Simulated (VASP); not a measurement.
## InP2: single point with PBE

InP2:

```
CELL_PARAMETERS angstrom
1.87219 1.08091 4.80136
-1.87219 1.08091 4.80136
0.00000 -2.16182 4.80136
ATOMIC_POSITIONS crystal
In 0.00000 0.00000 0.00000
P 0.41606 0.41606 0.41606
P 0.58394 0.58394 0.58394
```

```
Program                : VASP 6.6.1
Task                   : single point
Functional             : PBE
Potentials or basis    : VASP PAW PBE potentials, release 64 (In_d, P)
Cutoff                 : 520 eV
k mesh                 : 6 × 6 × 6
Occupations            : gaussian, width 0.1 eV
Spin                   : no spin polarisation
Dipole correction      : no
Further INCAR settings : ALGO = Normal; EDIFF = 1e-06; NBANDS = 18
```

```
Pressure      : 20.5 GPa
Largest force : 4.512 eV/Å
```

Forces on the atoms (eV/Å):
```
In   0.000  0.000  0.000
P    0.000  0.000  4.512
P    0.000  0.000 -4.512
```

Stress tensor (GPa, compression positive):
```
27.74  0.00  0.00
 0.00 27.74  0.00
 0.00  0.00  6.04
```

Levels at points of the mesh, in eV from the Fermi level:
```csv
k point,band 8,band 9,band 10,band 11,band 12,band 13,band 14,band 15
"(0.00, 0.00, 0.00)",-6.12,-1.08,-1.08,0.61,0.61,2.18,3.62,4.82
"(0.50, 0.00, 0.00)",-5.57,-5.43,-2.73,-2.15,-0.48,1.51,2.27,3.99
"(0.50, 0.50, 0.00)",-6.69,-4.78,-3.42,-1.26,1.27,1.50,2.44,5.67
"(0.50, 0.50, 0.50)",-1.84,-0.58,-0.58,-0.08,-0.08,0.56,2.29,4.81
```

It took 47 s on 1 thread of AMD EPYC 7R43 64-Core Processor (Zen 3) (shared host), peak memory 0.2 GiB.

Caveat: spin-orbit coupling is left out, which moves the levels of the heavy elements; forces of over 1 eV/Å act on the atoms, so gaps and moduli don't describe the material at rest.
